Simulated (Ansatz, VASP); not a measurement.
# CdS: VASP beside Ansatz

```
Cd S
1.0
     4.12453    0.00000    0.00000
    -2.06227    3.57195    0.00000
     0.00000    0.00000    6.70921
Cd S
2 2
Direct
  0.33333 0.66667 0.97242
  0.66667 0.33333 0.47242
  0.33333 0.66667 0.40458
  0.66667 0.33333 0.90458
```

Change from the starting cell: polar distortion scaled by 0.55.

Alike in both runs: task single point; functional LDA; k mesh 9 × 9 × 4; no spin polarisation.

```csv
,VASP,Ansatz
version,VASP 6.6.1,Ansatz 0.2.0
potentials or method,"VASP PAW LDA potentials, release 64 (Cd, S), cutoff 520 eV","scalar-relativistic, plane waves, PAW"
occupations,"gaussian, width 0.01 eV",fixed
valence electrons in the cell,36,52
```

VASP gave:

| Property | Result |
| --- | --- |
| gap on the k mesh at the Fermi level (eV) | 1.16 |
| least direct gap on the mesh (eV) | 1.16 |
| pressure (GPa) | 0.3 |
| traceless stress, the component that is largest in VASP (GPa) | -4.83 |
| rms of the force components (eV/Å) | 0.401 |

What did Ansatz give for the same quantities?

gap on the k mesh at the Fermi level (eV): 1.13; least direct gap on the mesh (eV): 1.13; pressure (GPa): -0.3; traceless stress, the component that is largest in VASP (GPa): -4.46; rms of the force components (eV/Å): 0.384.

Ansatz warns that its potentials were made for another functional, while VASP's fit it. LDA's correlation is that of Perdew and Zunger in VASP and of Perdew and Wang (1992) in Ansatz. Atom by atom the forces differ by 0.016 eV/Å (rms over components). VASP's potentials hold 36 valence electrons a cell and Ansatz's 52, so a difference there can come from the potentials and not from the codes.
